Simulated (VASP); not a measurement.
Input of a VASP 6.6.1 run:

The input INCAR:

```
SYSTEM = MgZr2O2
  ALGO = Normal
  EDIFF = 1E-7
  EDIFFG = -0.01
  ENCUT = 600
  GGA = PE
  IBRION = 2
  ISIF = 3
  ISMEAR = 0
  LASPH = .True.
  LCHARG = .False.
  LREAL = .False.
  LWAVE = .False.
  NELM = 100
  NSW = 100
  PREC = Accurate
  SIGMA = 0.1
```

KPOINTS

```
k-points
0
Gamma
  12 12 4
  0 0 0
```

Contents of POSCAR:

```
MgZr2O2
1.0
    3.5303356659      0.0000000000      0.0000000000
   -1.7651678330      3.0573603706      0.0000000000
    0.0000000000      0.0000000000      9.2236420389
Mg Zr O
1 2 2
Direct
    0.0000000000      0.0000000000      0.0000000000
    0.0000000000      0.0000000000      0.3474216997
    0.0000000000      0.0000000000      0.6525783003
    0.3333333333      0.6666666667      0.0000000000
    0.6666666667      0.3333333333      0.0000000000
```

Potentials or basis: VASP PAW PBE potentials, release 64 (Mg, Zr_sv, O).

Command:

```sh
$ cat potpaw_PBE.64/Mg/POTCAR potpaw_PBE.64/Zr_sv/POTCAR potpaw_PBE.64/O/POTCAR > POTCAR
$ mpirun -np 1 vasp_std > vasp.out
```

**Question.** Predict the space group after relaxing (to 0.1 Å).

**Answer.** P6/mmm (No. 191).

**Question.** Estimate the relaxed cell.

**Answer.** a = 3.544 Å, b = 3.544 Å, c = 8.999 Å, α = 90.00°, β = 90.00°, γ = 120.00°.

Final structure:
```
Mg Zr O
1.0
     3.54408    0.00000    0.00000
    -1.77204    3.06926    0.00000
     0.00000    0.00000    8.99917
Mg Zr O
1 2 2
Direct
  0.00000 0.00000 0.00000
  0.00000 0.00000 0.34484
  0.00000 0.00000 0.65516
  0.33333 0.66667 0.00000
  0.66667 0.33333 0.00000
```
